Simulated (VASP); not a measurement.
# Ti6H in VASP: further runs

Ti6H is run at these levels: PBE; tasks: single point.

All numbers are computed with VASP 6.6.1; they aren't measurements. Logs are shortened: lines on timing, memory, paths and dates and some standing lists are left out, and cuts for length are marked.

### Step 1. The cell of the first run

The cell holds a slab with vacuum, 7 atoms: a = 2.832 Å, b = 4.580 Å, c = 23.551 Å, α = 90.00°, β = 90.00°, γ = 90.00°.

### Step 2. Single point, PBE

Contents of INCAR:

```
SYSTEM = Ti6H
  ALGO = Normal
  DIPOL = 0.5 0.5 0.348
  EDIFF = 1E-6
  ENCUT = 520
  GGA = PE
  IDIPOL = 3
  ISIF = 2
  ISMEAR = 0
  LASPH = .True.
  LCHARG = .True.
  LDIPOL = .True.
  LELF = .True.
  LREAL = .False.
  LVACPOTAV = .True.
  LVHAR = .True.
  LWAVE = .False.
  NBANDS = 46
  NELM = 80
  PREC = Accurate
  SIGMA = 0.1
```

Contents of KPOINTS:

```
k-points
0
Gamma
  9 6 1
  0 0 0
```

Contents of POSCAR:

```
Ti6H
1.0
    2.8321726458      0.0000000000      0.0000000000
    0.0000000000      4.5795363026      0.0000000000
    0.0000000000      0.0000000000     23.5510893874
Ti H
6 1
Direct
    0.5000000000      0.0000000000      0.1698435233
    0.0000000000      0.5000000000      0.2259767339
    0.5000000000      0.0000000000      0.2821099444
    0.5000000000      0.5000000000      0.3394934593
    0.0000000000      0.0000000000      0.3940191404
    0.5000000000      0.5000000000      0.4480085492
    0.8750000000      0.8750000000      0.5741173652
```

Potentials or basis: VASP PAW PBE potentials, release 64 (Ti_sv, H).

Started as:

```sh
cat potpaw_PBE.64/Ti_sv/POTCAR potpaw_PBE.64/H/POTCAR > POTCAR
mpirun -np 1 vasp_std > vasp.out
```

OUTCAR:

```text
SYSTEM = Ti6H
   EDIFF = 1E-6
   ENCUT = 520
   GGA = PE
   ISIF = 2
   ISMEAR = 0
   LASPH = .True.
   LREAL = .False.
   NELM = 80
   PREC = Accurate

 ion  position               nearest neighbor table
   1  0.500  0.000  0.170-   3 2.64
   2  0.000  0.500  0.226-
   3  0.500  0.000  0.282-   1 2.64   4 2.66   4 2.66
   4  0.500  0.500  0.339-   6 2.56   3 2.66   3 2.66
   5  0.000  0.000  0.394-
   6  0.500  0.500  0.448-   4 2.56
   7  0.875  0.875  0.574-

  LATTYP: Found a simple orthorhombic cell.
 ALAT       =     2.8321726458
 B/A-ratio  =     1.6169693290
 C/A-ratio  =     8.3155556997

  Lattice vectors:

 A1 = (   2.8321726458,   0.0000000000,   0.0000000000)
 A2 = (   0.0000000000,   4.5795363026,   0.0000000000)
 A3 = (   0.0000000000,   0.0000000000,  23.5510893874)

Analysis of symmetry for initial positions (statically):
=====================================================================
 Subroutine PRICEL returns:
 Original cell was already a primitive cell.

 Routine SETGRP: Setting up the symmetry group for a
 simple orthorhombic supercell.

 Subroutine GETGRP returns: Found  1 space group operations
 (whereof  1 operations were pure point group operations)
 out of a pool of  8 trial point group operations.

The static configuration has the point symmetry C_1 .

Analysis of symmetry for dynamics (positions and initial velocities):
=====================================================================
 Subroutine PRICEL returns:
 Original cell was already a primitive cell.

 Routine SETGRP: Setting up the symmetry group for a
 simple orthorhombic supercell.

 Subroutine GETGRP returns: Found  1 space group operations
 (whereof  1 operations were pure point group operations)
 out of a pool of  8 trial point group operations.

The dynamic configuration has the point symmetry C_1 .

 Subroutine INISYM returns: Found  1 space group operations
 (whereof  1 operations are pure point group operations),
 and found     1 'primitive' translations

----------------------------------------------------------------------------------------

                                     Primitive cell

  volume of cell :     305.4585

  direct lattice vectors                    reciprocal lattice vectors
     2.832172646  0.000000000  0.000000000     0.353085820  0.000000000  0.000000000
     0.000000000  4.579536303  0.000000000     0.000000000  0.218362719  0.000000000
     0.000000000  0.000000000 23.551089387     0.000000000  0.000000000  0.042460881

  length of vectors
     2.832172646  4.579536303 23.551089387     0.353085820  0.218362719  0.042460881

  position of ions in fractional coordinates (direct lattice)
     0.500000000  0.000000000  0.169843523
     0.000000000  0.500000000  0.225976734
     0.500000000  0.000000000  0.282109944
     0.500000000  0.500000000  0.339493459
     0.000000000  0.000000000  0.394019140
     0.500000000  0.500000000  0.448008549
     0.875000000  0.875000000  0.574117365

  ion indices of the primitive-cell ions
   primitive index   ion index
                 1           1
                 2           2
                 3           3
                 4           4
                 5           5
                 6           6
                 7           7

----------------------------------------------------------------------------------------

 KPOINTS: k-points

Automatic generation of k-mesh.
 Grid dimensions read from file:
 generate k-points for:    9    6    1

 Generating k-lattice:

  Cartesian coordinates                     Fractional coordinates (reciprocal lattice)
     0.039231758  0.000000000  0.000000000     0.111111111  0.000000000  0.000000000
     0.000000000  0.036393787  0.000000000     0.000000000  0.166666667  0.000000000
     0.000000000  0.000000000  0.042460881     0.000000000  0.000000000  1.000000000

  Length of vectors
     0.039231758  0.036393787  0.042460881

  Shift w.r.t. Gamma in fractional coordinates (k-lattice)
     0.000000000  0.000000000  0.000000000

 Subroutine IBZKPT returns following result:
 ===========================================

 Found     28 irreducible k-points:

 Following reciprocal coordinates:
            Coordinates               Weight
  0.000000  0.000000  0.000000      1.000000
  0.111111  0.000000  0.000000      2.000000
  0.222222  0.000000  0.000000      2.000000
  0.333333  0.000000  0.000000      2.000000
  0.444444  0.000000  0.000000      2.000000
  0.000000  0.166667  0.000000      2.000000
[... 16 lines left out ...]
  0.444444 -0.333333  0.000000      2.000000
  0.000000  0.500000  0.000000      1.000000
 [... further k-points ...]
   k-points           NKPTS =     28   k-points in BZ     NKDIM =     28   number of bands    NBANDS=     46
   number of dos      NEDOS =    301   number of ions     NIONS =      7
   total plane-waves  NPLWV = 155520
   dimension x,y,z NGX =    24 NGY =   36 NGZ =  180
   dimension x,y,z NGXF=    48 NGYF=   72 NGZF=  360
   ions per type =               6   1
   NGX,Y,Z   is equivalent  to a cutoff of  14.09, 13.07, 12.71 a.u.
   NGXF,Y,Z  is equivalent  to a cutoff of  28.18, 26.14, 25.41 a.u.
 SYSTEM =  Ti6H
   PREC   = accura    normal or accurate (medium, high low for compatibility)
   ISTART =      0    job   : 0-new  1-cont  2-samecut
   ICHARG =      2    charge: 1-file 2-atom 10-const
   ISPIN  =      1    spin polarized calculation?
   LNONCOLLINEAR =      F non collinear calculations
   LSORBIT =      F    spin-orbit coupling
   LASPH  =      T    aspherical Exc in radial PAW
   ENCUT  =  520.0 eV  38.22 Ry    6.18 a.u.   5.27  8.51 43.79*2*pi/ulx,y,z
   NELM   =     80;   NELMIN=  2; NELMDL= -5     # of ELM steps
   EDIFF  = 0.1E-05   stopping-criterion for ELM
   LREAL  =      F    real-space projection
   EDIFFG = 0.1E-04   stopping-criterion for IOM
   NSW    =      0    number of steps for IOM
   IBRION =     -1    ionic relax: 0-MD 1-quasi-New 2-CG
   NFREE  =      0    steps in history (QN), initial steepest desc. (CG)
   ISIF   =      2    stress and relaxation
   ISYM   =      2    0-nonsym 1-usesym 2-fastsym
   POTIM  = 0.5000    time-step for ionic-motion
   TEBEG  =    0.0;   TEEND  =   0.0 temperature during run
   PSTRESS=    0.0 pullay stress
   NELECT =      73.0000    total number of electrons
   NUPDOWN=      -1.0000    fix difference up-down
   EMIN   =  10.00;   EMAX   =-10.00  energy-range for DOS
   EFERMI =   0.00;   METHOD = LEGACY
   ISMEAR =     0;   SIGMA  =   0.10  broadening in eV -4-tet -1-fermi 0-gaus
   EFERMI_NEDOS =   21; number of points for ismear=-14 and -15
   IALGO  =     38    algorithm
   IMIX   =      4    mixing-type and parameters
     AMIX     =   0.40;   BMIX     =  1.00
     AMIX_MAG =   1.60;   BMIX_MAG =  1.00
  volume/ion in A,a.u.               =      43.64       294.48
  Fermi-wavevector in a.u.,A,eV,Ry     =   1.015933  1.919835 14.042842  1.032120
  Thomas-Fermi vector in A             =   2.149247
   LORBIT       =      0    0 simple, 1 ext, 2 COOP (PROOUT), +10 PAW based schemes
   GGA     = PE    functional components
   LHFCALC =     F    Hartree Fock is set to
   AEXX    =    0.0000 exact exchange contribution
   IVDW    =     0    specifies the selected vdW correction
   LEPSILON=     F    determine dielectric tensor
   LRPA    =     F    only Hartree local field effects (RPA)
 non-spin polarized calculation
 Gauss-broadening in eV      SIGMA  =   0.10
  energy-cutoff  :      520.00
  volume of cell :      305.46
 maximum number of plane-waves:      8274
 NGX is ok and might be reduce to    24
   NGX = 11   NGY = 17   NGZ = 87

 dipolmoment           0.000000      0.000000     -0.036911 electrons x Angstroem

 number of electron      73.0000008 magnetization

 dipolmoment           0.000000      0.000000      0.212459 electrons x Angstroem

 Free energy of the ion-electron system (eV)
  ---------------------------------------------------
  ext. energy  EPLUGINS =         0.00000000
  ---------------------------------------------------
  free energy    TOTEN  =       -44.57382501 eV

  energy without entropy =      -44.52518912  energy(sigma->0) =      -44.54950706

 E-fermi :  -0.1891     XC(G=0):  -5.2006

 val. band max:       -0.1901705605   @ k =   0.3333   0.3333   0.0000
 cond. band min:      -0.1880925168   @ k =   0.3333  -0.3333   0.0000
 fundamental gap:      0.0020780437
 Fermi energy:        -0.1890684005

 k-point     1 :       0.0000    0.0000    0.0000
  band No.  band energies     occupation
      1     -57.1706      2.00000
      2     -57.1467      2.00000
      3     -57.0430      2.00000
      4     -56.9808      2.00000
      5     -56.7953      2.00000
      6     -56.6794      2.00000
[... 38 lines left out ...]
     45       1.1577      0.00000
     46       1.3477      0.00000

 k-point     2 :       0.1111    0.0000    0.0000
  band No.  band energies     occupation
      1     -57.1636      2.00000
      2     -57.1396      2.00000
      3     -57.0372      2.00000
      4     -56.9749      2.00000
      5     -56.7896      2.00000
      6     -56.6733      2.00000
[... 38 lines left out ...]
     45       0.8998      0.00000
     46       1.1715      0.00000

 k-point     3 :       0.2222    0.0000    0.0000
  band No.  band energies     occupation
      1     -57.1456      2.00000
      2     -57.1217      2.00000
      3     -57.0225      2.00000
      4     -56.9598      2.00000
      5     -56.7752      2.00000
      6     -56.6578      2.00000
[... 38 lines left out ...]
     45       1.1206      0.00000
     46       1.2741      0.00000

 k-point     4 :       0.3333    0.0000    0.0000
  band No.  band energies     occupation
      1     -57.1251      2.00000
      2     -57.1011      2.00000
      3     -57.0058      2.00000
      4     -56.9426      2.00000
      5     -56.7587      2.00000
      6     -56.6402      2.00000
[... 920 lines left out ...]
     45       1.2142      0.00000
     46       1.2935      0.00000

 k-point    23 :       0.4444   -0.3333    0.0000
  band No.  band energies     occupation
      1     -57.1114      2.00000
      2     -57.0873      2.00000
      3     -56.9949      2.00000
      4     -56.9314      2.00000
      5     -56.7259      2.00000
      6     -56.6511      2.00000
[... 38 lines left out ...]
     45       1.2110      0.00000
     46       1.2940      0.00000

 k-point    24 :       0.0000    0.5000    0.0000
  band No.  band energies     occupation
      1     -57.1635      2.00000
      2     -57.1399      2.00000
      3     -57.0473      2.00000
      4     -56.9844      2.00000
      5     -56.7665      2.00000
      6     -56.7150      2.00000
[... 38 lines left out ...]
     45       1.0371      0.00000
     46       1.2563      0.00000

 [... further k-points ...]

------------------------ aborting loop because EDIFF is reached ----------------------------------------

  FORCE on cell =-STRESS in cart. coord.  units (eV):
  Direction    XX          YY          ZZ          XY          YZ          ZX
  --------------------------------------------------------------------------------------
  -------------------------------------------------------------------------------------
  Total       -3.8521533     -6.3571693     -2.7637051     -0.0031428     -0.5385716      0.0411204
  in kB      -20.2051425    -33.3443400    -14.4960626     -0.0164843     -2.8248919      0.2156827
  external PRESSURE =     -22.6818484 kB  Pullay stress =       0.0000000 kB

 VOLUME and BASIS-vectors are now :
 -----------------------------------------------------------------------------
  energy-cutoff  :      520.00
  volume of cell :      305.46
      direct lattice vectors                 reciprocal lattice vectors
     2.832172646  0.000000000  0.000000000     0.353085820  0.000000000  0.000000000
     0.000000000  4.579536303  0.000000000     0.000000000  0.218362719  0.000000000
     0.000000000  0.000000000 23.551089387     0.000000000  0.000000000  0.042460881

 POSITION                                       TOTAL-FORCE (eV/Angst)
 -----------------------------------------------------------------------------------
      1.41609      0.00000      4.00000         0.000749      0.001039      0.397005
      0.00000      2.28977      5.32200         0.000090      0.010556     -0.012258
      1.41609      0.00000      6.64400         0.001243     -0.006334     -0.374928
      1.41609      2.28977      7.99544        -0.003469     -0.012159      0.001212
      0.00000      0.00000      9.27958        -0.008262     -0.013209     -0.124196
      1.41609      2.28977     10.55109        -0.001122      0.205063      0.726004
      2.47815      4.00709     13.52109         0.010771     -0.184957     -0.612839
 -----------------------------------------------------------------------------------
    total drift:                                0.000016     -0.000024      0.001512

  FREE ENERGIE OF THE ION-ELECTRON SYSTEM (eV)
  ---------------------------------------------------
  free  energy   TOTEN  =       -44.5738250095 eV

  energy  without entropy=      -44.5251891159  energy(sigma->0) =      -44.54950706

 vacuum level on the upper side and lower side of the slab         6.162         3.197
```

It took 20 min on 1 thread of Intel Xeon Platinum 8375C at 2.90GHz (Ice Lake), shared host; peak memory 0.55 GiB.

What came out:

```yaml
Free_energy: -44.5738 eV
Largest_force: 0.754 eV/Å
Band_gap_on_the_k_mesh: zero (an odd number of electrons rules out a gap without spin polarisation)
```

Forces in eV/Å, atoms in the order of the input:
```
Ti   0.001  0.001  0.397
Ti   0.000  0.011 -0.012
Ti   0.001 -0.006 -0.375
Ti  -0.003 -0.012  0.001
Ti  -0.008 -0.013 -0.124
Ti  -0.001  0.205  0.726
H    0.011 -0.185 -0.613
```

### Step 3. Single point, PBE

Contents of INCAR:

```
SYSTEM = Ti6H
ALGO = Normal ; DIPOL = 0.5 0.5 0.339
EDIFF = 1E-7 ; ENCUT = 520
GGA = PE ; IDIPOL = 3
ISIF = 2 ; ISMEAR = 0
LASPH = .True. ; LCHARG = .True.
LDIPOL = .True. ; LELF = .True.
LREAL = .False. ; LVACPOTAV = .True.
LVHAR = .True. ; LWAVE = .False.
NBANDS = 46 ; NELM = 60
PREC = Accurate ; SIGMA = 0.1
```

KPOINTS is that of step 2.

Changes to POSCAR since step 2:

```diff
@@ -14,2 +14,2 @@
     0.5000000000      0.5000000000      0.4480085492
-    0.8750000000      0.8750000000      0.5741173652
+    0.6250000000      0.6250000000      0.5146721321
```

Potentials or basis: VASP PAW PBE potentials, release 64 (Ti_sv, H).

Started as:

```sh
cat potpaw_PBE.64/Ti_sv/POTCAR potpaw_PBE.64/H/POTCAR > POTCAR
mpirun -np 1 vasp_std > vasp.out
```

It took 16 min on 1 thread of Intel Xeon Platinum 8375C at 2.90GHz (Ice Lake), shared host; peak memory 0.55 GiB.

It converged, with:

| Item | Value |
| --- | --- |
| Free energy | -46.5829 eV |
| Largest force | 0.629 eV/Å |
| Band gap on the k mesh | zero (an odd number of electrons rules out a gap without spin polarisation) |

Forces in eV/Å, atoms in the order of the input:
```
Ti  -0.001  0.012  0.423
Ti   0.005  0.031  0.007
Ti   0.022 -0.092 -0.351
Ti  -0.088  0.046 -0.053
Ti  -0.125 -0.310 -0.261
Ti  -0.346  0.353 -0.100
H    0.531 -0.041  0.335
```

Levels at points of the mesh, in eV from the Fermi level:
```csv
k point,band 35,band 36,band 37,band 38,band 39,band 40
"(0.00, 0.00, 0.00)",-0.50,-0.11,0.06,0.13,0.25,0.38
"(0.00, 0.50, 0.00)",-0.26,-0.17,0.06,0.27,0.35,0.46
```

### Step 4. Single point, PBE

Contents of INCAR:

```
SYSTEM = Ti6H
  PREC = Accurate
  ENCUT = 520
  EDIFF = 1E-6
  ISMEAR = 0
  SIGMA = 0.1
  LREAL = .False.
  LASPH = .True.
  NELM = 60
  ALGO = Normal
  ISIF = 2
  LWAVE = .False.
  LCHARG = .True.
  LDIPOL = .True.
  IDIPOL = 3
  DIPOL = 0.5 0.5 0.345
  GGA = PE
  LELF = .True.
  LVHAR = .True.
  LVACPOTAV = .True.
  NBANDS = 46
```

Contents of KPOINTS:

```
regular mesh
0
Gamma
  9 6 1
  0 0 0
```

Changes to POSCAR since step 3:

```diff
@@ -14,2 +14,2 @@
     0.5000000000      0.5000000000      0.4480085492
-    0.6250000000      0.6250000000      0.5146721321
+    0.6250000000      0.6250000000      0.5528869248
```

Potentials or basis: VASP PAW PBE potentials, release 64 (Ti_sv, H).

Started as:

```sh
cat potpaw_PBE.64/Ti_sv/POTCAR potpaw_PBE.64/H/POTCAR > POTCAR
mpirun -np 1 vasp_std > vasp.out
```

OUTCAR:

```text
SYSTEM = Ti6H
   PREC = Accurate
   ENCUT = 520
   EDIFF = 1E-6
   ISMEAR = 0
   LREAL = .False.
   LASPH = .True.
   NELM = 60
   ISIF = 2
   GGA = PE

 ion  position               nearest neighbor table
   1  0.500  0.000  0.170-   3 2.64
   2  0.000  0.500  0.226-
   3  0.500  0.000  0.282-   1 2.64   4 2.66   4 2.66
   4  0.500  0.500  0.339-   6 2.56   3 2.66   3 2.66
[... 1394 lines left out ...]
  -------------------------------------------------------------------------------------
  Total       -3.3539979     -5.5529486     -4.3916742     -0.0283369     -0.7507452      0.1558336
  in kB      -17.5922399    -29.1260779    -23.0350132     -0.1486316     -3.9377752      0.8173716
  external PRESSURE =     -23.2511103 kB  Pullay stress =       0.0000000 kB

 VOLUME and BASIS-vectors are now :
 -----------------------------------------------------------------------------
  energy-cutoff  :      520.00
  volume of cell :      305.46
      direct lattice vectors                 reciprocal lattice vectors
     2.832172646  0.000000000  0.000000000     0.353085820  0.000000000  0.000000000
     0.000000000  4.579536303  0.000000000     0.000000000  0.218362719  0.000000000
     0.000000000  0.000000000 23.551089387     0.000000000  0.000000000  0.042460881

 POSITION                                       TOTAL-FORCE (eV/Angst)
 -----------------------------------------------------------------------------------
      1.41609      0.00000      4.00000         0.005390      0.007053      0.407729
      0.00000      2.28977      5.32200         0.002799      0.021230     -0.015576
      1.41609      0.00000      6.64400         0.001242     -0.032700     -0.365986
      1.41609      2.28977      7.99544        -0.044415     -0.002469     -0.045215
      0.00000      0.00000      9.27958        -0.030087     -0.071426     -0.209396
      1.41609      2.28977     10.55109         0.041235      0.409659      1.681986
      1.77011      2.86221     13.02109         0.023836     -0.331347     -1.453542
 -----------------------------------------------------------------------------------
    total drift:                                0.000000     -0.000005      0.001985

  FREE ENERGIE OF THE ION-ELECTRON SYSTEM (eV)
  ---------------------------------------------------
  free  energy   TOTEN  =       -45.4281919098 eV

  energy  without entropy=      -45.3803746963  energy(sigma->0) =      -45.40428330

 vacuum level on the upper side and lower side of the slab         6.173         3.092
```

It took 15 min on 1 thread of Intel Xeon Platinum 8375C at 2.90GHz (Ice Lake), shared host; peak memory 0.56 GiB.

Results:

```yaml
Free_energy: -45.4282 eV
Largest_force: 1.732 eV/Å
Band_gap_on_the_k_mesh: zero (an odd number of electrons rules out a gap without spin polarisation)
```

Forces in eV/Å, atoms in the order of the input:
```
Ti   0.005  0.007  0.408
Ti   0.003  0.021 -0.016
Ti   0.001 -0.033 -0.366
Ti  -0.044 -0.002 -0.045
Ti  -0.030 -0.071 -0.209
Ti   0.041  0.410  1.682
H    0.024 -0.331 -1.454
```

### Step 5. Summary

```csv
cell,gap on the mesh (eV),largest force (eV/Å)
"as given, atomic positions A",none,0.75
"as given, atomic positions B",none,0.63
"as given, atomic positions C",none,1.73
```

Alike in all rows: task single point; level PBE; potentials or basis VASP PAW PBE potentials, release 64 (Ti_sv, H); no spin polarisation; k mesh 9 × 6 × 1; cutoff (eV) 520; smearing gaussian 0.1 eV.

Total energies depend on the potentials used, so only differences within one code and one set of settings carry meaning.

The gap in the log of VASP goes by the Fermi energy; the results here count the filled bands.